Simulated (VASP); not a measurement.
# CuI3 (Pm-3m) in VASP: notebook, part 2 of 2

VASP 6.6.1. Earlier steps stand in the parts before.

**4. Single point, PBE+U, collinear spin, zero start (38.56 Å³/atom)**

This run uses another cell than the first one, of 38.56 Å³/atom.

Input file INCAR:

```
SYSTEM = CuI3
PREC = Accurate
ENCUT = 520
EDIFF = 1E-6
ISMEAR = 0
SIGMA = 0.05
LREAL = .False.
LASPH = .True.
NELM = 150
ALGO = Normal
ISIF = 2
LWAVE = .False.
LCHARG = .True.
ISPIN = 2
MAGMOM = 0 0 0 0
LORBIT = 11
LMAXMIX = 4
LDAU = .True.
LDAUTYPE = 2
LDAUL = 2 -1
LDAUU = 4 0
LDAUJ = 0 0
LDAUPRINT = 1
GGA = PE
LELF = .True.
LVHAR = .True.
NBANDS = 28
```

Input file KPOINTS:

```
Automatic mesh
0
Gamma
  6 6 6
  0 0 0
```

Input file POSCAR:

```
CuI3
1.0
    5.3629490650      0.0000000000      0.0000000000
    0.0000000000      5.3629490650      0.0000000000
    0.0000000000      0.0000000000      5.3629490650
Cu I
1 3
Direct
    0.0000000000      0.0000000000      0.0000000000
    0.5000000000      0.0000000000      0.0000000000
    0.0000000000      0.0000000000      0.5000000000
    0.0000000000      0.5000000000      0.0000000000
```

Potentials or basis: VASP PAW PBE potentials, release 64 (Cu, I).

Started as:

```console
$ cat potpaw_PBE.64/Cu/POTCAR potpaw_PBE.64/I/POTCAR > POTCAR
$ mpirun -np 1 vasp_std > vasp.out
```

OUTCAR:

```text
SYSTEM = CuI3
   PREC = Accurate
   ENCUT = 520
   EDIFF = 1E-6
   ISMEAR = 0
   LREAL = .False.
   LASPH = .True.
   NELM = 150
   ISIF = 2
   ISPIN = 2
   LORBIT = 11
   GGA = PE

 ion  position               nearest neighbor table
   1  0.000  0.000  0.000-   2 2.68   3 2.68   4 2.68   3 2.68   4 2.68   2 2.68
   2  0.500  0.000  0.000-   1 2.68   1 2.68
   3  0.000  0.000  0.500-   1 2.68   1 2.68
   4  0.000  0.500  0.000-   1 2.68   1 2.68

  LATTYP: Found a simple cubic cell.
 ALAT       =     5.3629490650

  Lattice vectors:

 A1 = (   5.3629490650,   0.0000000000,   0.0000000000)
 A2 = (   0.0000000000,   5.3629490650,   0.0000000000)
 A3 = (   0.0000000000,   0.0000000000,   5.3629490650)

Analysis of symmetry for initial positions (statically):
=====================================================================
 Subroutine PRICEL returns:
 Original cell was already a primitive cell.

 Routine SETGRP: Setting up the symmetry group for a
 simple cubic supercell.

 Subroutine GETGRP returns: Found 48 space group operations
 (whereof 48 operations were pure point group operations)
 out of a pool of 48 trial point group operations.

The static configuration has the point symmetry O_h .

Analysis of symmetry for dynamics (positions and initial velocities):
=====================================================================
 Subroutine PRICEL returns:
 Original cell was already a primitive cell.

 Routine SETGRP: Setting up the symmetry group for a
 simple cubic supercell.

 Subroutine GETGRP returns: Found 48 space group operations
 (whereof 48 operations were pure point group operations)
 out of a pool of 48 trial point group operations.

The dynamic configuration has the point symmetry O_h .

Analysis of structural, dynamic, and magnetic symmetry:
=====================================================================
 Subroutine PRICEL returns:
 Original cell was already a primitive cell.

 Routine SETGRP: Setting up the symmetry group for a
 simple cubic supercell.

 Subroutine GETGRP returns: Found 48 space group operations
 (whereof 48 operations were pure point group operations)
 out of a pool of 48 trial point group operations.

The overall configuration has the point symmetry O_h .

 Subroutine INISYM returns: Found 48 space group operations
 (whereof 48 operations are pure point group operations),
 and found     1 'primitive' translations

----------------------------------------------------------------------------------------

                                     Primitive cell

  volume of cell :     154.2450

  direct lattice vectors                    reciprocal lattice vectors
     5.362949065  0.000000000  0.000000000     0.186464572  0.000000000  0.000000000
     0.000000000  5.362949065  0.000000000     0.000000000  0.186464572  0.000000000
     0.000000000  0.000000000  5.362949065     0.000000000  0.000000000  0.186464572

  length of vectors
     5.362949065  5.362949065  5.362949065     0.186464572  0.186464572  0.186464572

  position of ions in fractional coordinates (direct lattice)
     0.000000000  0.000000000  0.000000000
[... 139 lines left out ...]
  0.0000  0.0000  0.0000  0.9563  0.0000
  0.0000 -0.0000  0.0000  0.0000  0.9033

 occupancies and eigenvectors

  o =  0.9033  v =  0.0000 -0.0000 -0.9830  0.0000 -0.1836  0.0000  0.0000  0.0000  0.0000  0.0000      0.0000  0.0000  0.0000  0.0000  0.0000  0.0000  0.0000  0.0000  0.0000  0.0000
  o =  0.9033  v =  0.0000  0.0000 -0.1836  0.0000  0.9830  0.0000  0.0000  0.0000  0.0000  0.0000      0.0000  0.0000  0.0000  0.0000  0.0000  0.0000  0.0000  0.0000  0.0000  0.0000
  o =  0.9033  v =  0.0000  0.0000  0.0000  0.0000  0.0000  0.0000  0.0000 -0.9990  0.0000  0.0446      0.0000  0.0000  0.0000  0.0000  0.0000  0.0000  0.0000  0.0000  0.0000  0.0000
  o =  0.9033  v =  0.0000  0.0000  0.0000  0.0000  0.0000  0.0000  0.0000  0.0446 -0.0000  0.9990      0.0000  0.0000  0.0000  0.0000  0.0000  0.0000  0.0000  0.0000  0.0000  0.0000
  o =  0.9563  v =  0.0000  0.0000  0.0000  0.0000  0.0000  0.0000 -0.0501  0.0000  0.9987  0.0000      0.0000  0.0000  0.0000  0.0000  0.0000  0.0000  0.0000  0.0000  0.0000  0.0000
  o =  0.9563  v =  0.0000  0.0000  0.0000  0.0000  0.0000  1.0000  0.0000  0.0000  0.0000  0.0000      0.0000  0.0000  0.0000  0.0000  0.0000  0.0000  0.0000  0.0000  0.0000  0.0000
  o =  0.9563  v =  0.0000  0.0000  0.0000  0.0000  0.0000  0.0000  0.9987  0.0000  0.0501 -0.0000      0.0000  0.0000  0.0000  0.0000  0.0000  0.0000  0.0000  0.0000  0.0000  0.0000
  o =  0.9563  v =  0.0000  0.4604 -0.0000 -0.8877 -0.0000  0.0000  0.0000  0.0000  0.0000  0.0000      0.0000  0.0000  0.0000  0.0000  0.0000  0.0000  0.0000  0.0000  0.0000  0.0000
  o =  0.9563  v =  1.0000  0.0000  0.0000  0.0000  0.0000  0.0000  0.0000  0.0000  0.0000  0.0000      0.0000  0.0000  0.0000  0.0000  0.0000  0.0000  0.0000  0.0000  0.0000  0.0000
  o =  0.9563  v =  0.0000  0.8877  0.0000  0.4604 -0.0000  0.0000  0.0000  0.0000  0.0000  0.0000      0.0000  0.0000  0.0000  0.0000  0.0000  0.0000  0.0000  0.0000  0.0000  0.0000

 number of electron      32.0000014 magnetization      -0.0000001

 Free energy of the ion-electron system (eV)
  ---------------------------------------------------
  ext. energy  EPLUGINS =         0.00000000
  ---------------------------------------------------
  free energy    TOTEN  =        -6.47391842 eV

  energy without entropy =       -6.47048565  energy(sigma->0) =       -6.47220204

 E-fermi :   2.0027     XC(G=0):  -7.7898

 val. band max:        1.9873542526   @ k =   0.3333   0.3333   0.3333
 cond. band min:       2.0546971396   @ k =   0.5000   0.5000   0.3333
 fundamental gap:      0.0673428869
 Fermi energy:         2.0026926722

 spin component 1

 k-point     1 :       0.0000    0.0000    0.0000
  band No.  band energies     occupation
      1     -10.8891      1.00000
      2      -9.5439      1.00000
      3      -9.5439      1.00000
      4      -1.7671      1.00000
      5      -1.7671      1.00000
      6      -1.7671      1.00000
[... 609 lines left out ...]
     27      11.3101      0.00000
     28      11.3101      0.00000
 Fermi energy:         2.0026926722

 spin component 2

 k-point     1 :       0.0000    0.0000    0.0000
  band No.  band energies     occupation
      1     -10.8891      1.00000
      2      -9.5439      1.00000
      3      -9.5439      1.00000
      4      -1.7671      1.00000
      5      -1.7671      1.00000
      6      -1.7671      1.00000
[... 609 lines left out ...]
     27      11.3101      0.00000
     28      11.3101      0.00000

------------------------ aborting loop because EDIFF is reached ----------------------------------------

  FORCE on cell =-STRESS in cart. coord.  units (eV):
  Direction    XX          YY          ZZ          XY          YZ          ZX
  --------------------------------------------------------------------------------------
  -------------------------------------------------------------------------------------
  Total        1.2520966      1.2520966      1.2520966      0.0000000      0.0000000      0.0000000
  in kB       13.0058094     13.0058094     13.0058094      0.0000000      0.0000000      0.0000000
  external PRESSURE =      13.0058094 kB  Pullay stress =       0.0000000 kB

 VOLUME and BASIS-vectors are now :
 -----------------------------------------------------------------------------
  energy-cutoff  :      520.00
  volume of cell :      154.24
      direct lattice vectors                 reciprocal lattice vectors
     5.362949065  0.000000000  0.000000000     0.186464572  0.000000000  0.000000000
     0.000000000  5.362949065  0.000000000     0.000000000  0.186464572  0.000000000
     0.000000000  0.000000000  5.362949065     0.000000000  0.000000000  0.186464572

 POSITION                                       TOTAL-FORCE (eV/Angst)
 -----------------------------------------------------------------------------------
      0.00000      0.00000      0.00000         0.000000      0.000000      0.000000
      2.68147      0.00000      0.00000         0.000000      0.000000      0.000000
      0.00000      0.00000      2.68147         0.000000      0.000000      0.000000
      0.00000      2.68147      0.00000         0.000000      0.000000      0.000000
 -----------------------------------------------------------------------------------
    total drift:                                0.000000     -0.000000     -0.000000

  FREE ENERGIE OF THE ION-ELECTRON SYSTEM (eV)
  ---------------------------------------------------
  free  energy   TOTEN  =        -6.4739184249 eV

  energy  without entropy=       -6.4704856529  energy(sigma->0) =       -6.47220204

 total charge

# of ion       s       p       d       tot
------------------------------------------
    1        0.338   0.287   9.330   9.955
    2        1.529   2.687   0.023   4.238
    3        1.529   2.687   0.023   4.238
    4        1.529   2.687   0.023   4.238
--------------------------------------------------
tot          4.923   8.347   9.399  22.669

 magnetization (x)

# of ion       s       p       d       tot
------------------------------------------
    1        0.000   0.000   0.000   0.000
    2        0.000  -0.000  -0.000  -0.000
    3        0.000  -0.000  -0.000  -0.000
    4        0.000  -0.000  -0.000  -0.000
--------------------------------------------------
tot          0.000  -0.000   0.000   0.000
```

It took 3 min on 1 thread of Intel Xeon Platinum 8259CL at 2.50GHz (Skylake/Cascade Lake), shared host; peak memory 0.35 GiB.

Results:

| Quantity | Value |
| --- | --- |
| Free energy | -6.4739 eV |
| Pressure | 1.3 GPa |
| Band gap on the k mesh | zero (filled and empty bands overlap) |
| Net moment | 0.00 μB per cell |
| Valence electrons inside the program's atomic spheres | Cu 9.96; I 4.24 |

Eigenvalues of the final occupation matrices:
```csv
site,spin,trace,eigenvalues
site 1 d,1,4.68,0.90 0.90 0.96 0.96 0.96
site 1 d,2,4.68,0.90 0.90 0.96 0.96 0.96
```

Caveat: spin-orbit coupling is left out, which moves the levels of the heavy elements.

**5. The runs side by side**

```csv
cell,gap on the mesh (eV),pressure (GPa),moment (μB)
"a = 5.590 Å, 4 atoms",none,-1.5,0.00
"a = 5.641 Å, 4 atoms",none,-1.9,0.00
"a = 5.363 Å, 4 atoms",none,1.3,0.00
```

Alike in all rows: task single point; level PBE+U; potentials or basis VASP PAW PBE potentials, release 64 (Cu, I); spin collinear, zero start; Cu d U = 4.0 eV; k mesh 6 × 6 × 6; cutoff (eV) 520; smearing gaussian 0.05 eV.

Caveats: spin-orbit coupling is left out, which moves the levels of the heavy elements.

Total energies depend on the potentials used, so only differences within one code and one set of settings carry meaning.

The gap in the log of VASP goes by the Fermi energy; the results here count the filled bands.